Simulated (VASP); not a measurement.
# Be (P4_2/mnm) in VASP: further runs

Be is run at these levels: PBEsol; tasks: single point.

All numbers are computed with VASP 6.6.1; they aren't measurements. Logs are shortened: lines on timing, memory, paths and dates and some standing lists are left out, and cuts for length are marked.

**1. The cell of the first run**

Symmetry: P4_2/mnm, No. 136, tetragonal system. The conventional cell has a = 3.722 Å, b = 3.722 Å, c = 2.266 Å, α = 90.00°, β = 90.00°, γ = 90.00°. Within 2.8 Å of Be (site symmetry m2m) lie 13 Be at 2.13 to 2.68 Å.

**2. Single point, PBEsol (7.85 Å³/atom)**

The input, INCAR:

```
ALGO     = Normal         # electronic algorithm
EDIFF    = 1E-6           # SCF threshold, eV
ENCUT    = 520            # plane-wave cutoff, eV
GGA      = PS             # functional
ISIF     = 2              # what is computed and relaxed
ISMEAR   = -1             # smearing method
LASPH    = True           # aspherical terms in the spheres
LCHARG   = False          # write CHGCAR
LREAL    = False          # projectors in reciprocal space
LWAVE    = False          # write WAVECAR
NBANDS   = 12             # bands
NELM     = 80             # most SCF steps
PREC     = Accurate       # precision mode
SIGMA    = 0.05           # smearing width, eV
```

The input, KPOINTS:

```
k-points
0
Gamma
  9 9 14
```

The input, POSCAR:

```
Be
1.0
    3.7216668396      0.0000000000      0.0000000000
    0.0000000000      3.7216668396      0.0000000000
    0.0000000000      0.0000000000      2.2659689346
Be
4
Direct
    0.2974080000      0.2974080000      0.0000000000
    0.7025920000      0.7025920000      0.0000000000
    0.2025920000      0.7974080000      0.5000000000
    0.7974080000      0.2025920000      0.5000000000
```

Potentials or basis: VASP PAW PBE potentials, release 64 (Be).

The run is started by

```
$ cat potpaw_PBE.64/Be/POTCAR > POTCAR
$ mpirun -np 1 vasp_std > vasp.out
```

OUTCAR:

```text
EDIFF = 1E-6
   ENCUT = 520
   GGA = PS
   ISIF = 2
   ISMEAR = -1
   LASPH = True
   LREAL = False
   NELM = 80
   PREC = Accurate

 ion  position               nearest neighbor table
   1  0.297  0.297  0.000-   2 2.13   3 2.21   4 2.21   3 2.21   4 2.21   3 2.21   3 2.21   4 2.21
                             4 2.21
   2  0.703  0.703  0.000-   1 2.13   3 2.21   4 2.21   3 2.21   4 2.21   4 2.21   4 2.21   3 2.21
                             3 2.21
   3  0.203  0.797  0.500-   4 2.13   2 2.21   1 2.21   1 2.21   2 2.21   1 2.21   1 2.21   2 2.21
                             2 2.21
   4  0.797  0.203  0.500-   3 2.13   2 2.21   1 2.21   1 2.21   2 2.21   2 2.21   2 2.21   1 2.21
                             1 2.21

  LATTYP: Found a simple tetragonal cell.
 ALAT       =     3.7216668396
 C/A-ratio  =     0.6088586196

  Lattice vectors:

 A1 = (   3.7216668396,   0.0000000000,   0.0000000000)
 A2 = (   0.0000000000,   3.7216668396,   0.0000000000)
 A3 = (   0.0000000000,   0.0000000000,   2.2659689346)

Analysis of symmetry for initial positions (statically):
=====================================================================
 Subroutine PRICEL returns:
 Original cell was already a primitive cell.

 Routine SETGRP: Setting up the symmetry group for a
 simple tetragonal supercell.

 Subroutine GETGRP returns: Found 16 space group operations
 (whereof  8 operations were pure point group operations)
 out of a pool of 16 trial point group operations.

The static configuration has the point symmetry D_2h.
 The point group associated with its full space group is D_4h.

Analysis of symmetry for dynamics (positions and initial velocities):
=====================================================================
 Subroutine PRICEL returns:
 Original cell was already a primitive cell.

 Routine SETGRP: Setting up the symmetry group for a
 simple tetragonal supercell.

 Subroutine GETGRP returns: Found 16 space group operations
 (whereof  8 operations were pure point group operations)
 out of a pool of 16 trial point group operations.

The dynamic configuration has the point symmetry D_2h.
 The point group associated with its full space group is D_4h.

 Subroutine INISYM returns: Found 16 space group operations
 (whereof  8 operations are pure point group operations),
 and found     1 'primitive' translations

----------------------------------------------------------------------------------------

                                     Primitive cell

  volume of cell :      31.3855

[... 106 lines left out ...]
   EFERMI =   0.00;   METHOD = LEGACY
   ISMEAR =    -1;   SIGMA  =   0.05  broadening in eV -4-tet -1-fermi 0-gaus
   EFERMI_NEDOS =   21; number of points for ismear=-14 and -15
   IALGO  =     38    algorithm
   IMIX   =      4    mixing-type and parameters
     AMIX     =   0.40;   BMIX     =  1.00
     AMIX_MAG =   1.60;   BMIX_MAG =  1.00
  volume/ion in A,a.u.               =       7.85        52.95
  Fermi-wavevector in a.u.,A,eV,Ry     =   1.037995  1.961526 14.659369  1.077433
  Thomas-Fermi vector in A             =   2.172458
   LORBIT       =      0    0 simple, 1 ext, 2 COOP (PROOUT), +10 PAW based schemes
   GGA     = PS    functional components
   LHFCALC =     F    Hartree Fock is set to
   AEXX    =    0.0000 exact exchange contribution
   IVDW    =     0    specifies the selected vdW correction
   LEPSILON=     F    determine dielectric tensor
   LRPA    =     F    only Hartree local field effects (RPA)
 non-spin polarized calculation
  energy-cutoff  :      520.00
  volume of cell :       31.39
 maximum number of plane-waves:       860
 NGX is ok and might be reduce to    28
   NGX = 13   NGY = 13   NGZ =  9

 number of electron       8.0000000 magnetization

 Free energy of the ion-electron system (eV)
  ---------------------------------------------------
  ext. energy  EPLUGINS =         0.00000000
  ---------------------------------------------------
  free energy    TOTEN  =       -15.77309842 eV

  energy without entropy =      -15.76862533  energy(sigma->0) =      -15.77086188

 E-fermi :   6.9419     XC(G=0): -10.6313

 val. band max:        6.9338368424   @ k =   0.0000   0.0000   0.2857
 cond. band min:       6.9421362477   @ k =   0.2222   0.0000   0.2857
 fundamental gap:      0.0082994053
 Fermi energy:         6.9419490166

 k-point     1 :       0.0000    0.0000    0.0000
  band No.  band energies     occupation
      1      -4.3067      2.00000
      2       1.8989      2.00000
      3       2.4629      2.00000
      4       5.9642      2.00000
      5       5.9642      2.00000
      6      11.8762      0.00000
      7      11.8762      0.00000
      8      14.4150      0.00000
      9      16.2975      0.00000
     10      17.6667      0.00000
     11      23.3015      0.00000
     12      23.3015      0.00000
[... 331 lines left out ...]
 k-point    24 :       0.4444    0.1111    0.0714
  band No.  band energies     occupation
      1      -2.5321      2.00000
      2      -1.6562      2.00000
      3       3.3341      2.00000
      4       4.1890      2.00000
      5       9.1245      0.00000
      6       9.5763      0.00000
      7      14.9687      0.00000
      8      17.2559      0.00000
      9      17.4942      0.00000
     10      18.4013      0.00000
     11      22.1268      0.00000
     12      23.3743      0.00000

 [... further k-points ...]

------------------------ aborting loop because EDIFF is reached ----------------------------------------

  FORCE on cell =-STRESS in cart. coord.  units (eV):
  Direction    XX          YY          ZZ          XY          YZ          ZX
  --------------------------------------------------------------------------------------
  -------------------------------------------------------------------------------------
  Total        0.3973132      0.3973132      0.2132430      0.0000000      0.0000000      0.0000000
  in kB       20.2821778     20.2821778     10.8857021      0.0000000      0.0000000      0.0000000
  external PRESSURE =      17.1500192 kB  Pullay stress =       0.0000000 kB

 VOLUME and BASIS-vectors are now :
 -----------------------------------------------------------------------------
  energy-cutoff  :      520.00
  volume of cell :       31.39
      direct lattice vectors                 reciprocal lattice vectors
     3.721666840  0.000000000  0.000000000     0.268696808  0.000000000  0.000000000
     0.000000000  3.721666840  0.000000000     0.000000000  0.268696808  0.000000000
     0.000000000  0.000000000  2.265968935     0.000000000  0.000000000  0.441312317

 POSITION                                       TOTAL-FORCE (eV/Angst)
 -----------------------------------------------------------------------------------
      1.10685      1.10685      0.00000        -0.010924     -0.010924     -0.000000
      2.61481      2.61481      0.00000         0.010924      0.010924      0.000000
      0.75398      2.96769      1.13298         0.010924     -0.010924     -0.000000
      2.96769      0.75398      1.13298        -0.010924      0.010924      0.000000
 -----------------------------------------------------------------------------------
    total drift:                                0.000000      0.000000     -0.000000

  FREE ENERGIE OF THE ION-ELECTRON SYSTEM (eV)
  ---------------------------------------------------
  free  energy   TOTEN  =       -15.7730984200 eV

  energy  without entropy=      -15.7686253346  energy(sigma->0) =      -15.77086188
```

OSZICAR:

```text
N       E                     dE             d eps       ncg     rms          rms(c)
DAV:   1    -0.220141146960E+00   -0.22014E+00   -0.33649E+03  2880   0.561E+02
DAV:   2    -0.154709551473E+02   -0.15251E+02   -0.14665E+02  3804   0.999E+01
DAV:   3    -0.158503336766E+02   -0.37938E+00   -0.37650E+00  4008   0.108E+01
DAV:   4    -0.158515100018E+02   -0.11763E-02   -0.11737E-02  3524   0.668E-01
DAV:   5    -0.158515133706E+02   -0.33688E-05   -0.33684E-05  3852   0.325E-02    0.181E+00
DAV:   6    -0.157956054278E+02    0.55908E-01   -0.12812E-02  3420   0.848E-01    0.109E+00
DAV:   7    -0.157731358905E+02    0.22470E-01   -0.18803E-02  3400   0.877E-01    0.819E-02
DAV:   8    -0.157730994004E+02    0.36490E-04   -0.66578E-04  3664   0.151E-01    0.131E-02
DAV:   9    -0.157730984200E+02    0.98040E-06   -0.27408E-06  4208   0.115E-02
   1 F= -.15773098E+02 E0= -.15770862E+02  d E =-.447309E-02
```

It took 28 s on 1 thread of Intel Xeon 8259CL, shared host; peak memory 0.15 GiB.

Results:

```
Free energy            : -15.7731 eV
Pressure               : 1.7 GPa
Largest force          : 0.015 eV/Å
Band gap on the k mesh : zero (bands 4 and 5 overlap by 2.00 eV)
```

Forces in eV/Å, atoms in the order of the input:
```
Be  -0.011 -0.011  0.000
Be   0.011  0.011  0.000
Be   0.011 -0.011  0.000
Be  -0.011  0.011  0.000
```

Stress tensor (GPa, compression positive):
```
2.03 0.00 0.00
0.00 2.03 0.00
0.00 0.00 1.09
```

Caveat: the PAW data sets were made with another functional, which shifts forces and pressure a little.

[end of part 1 of 2]
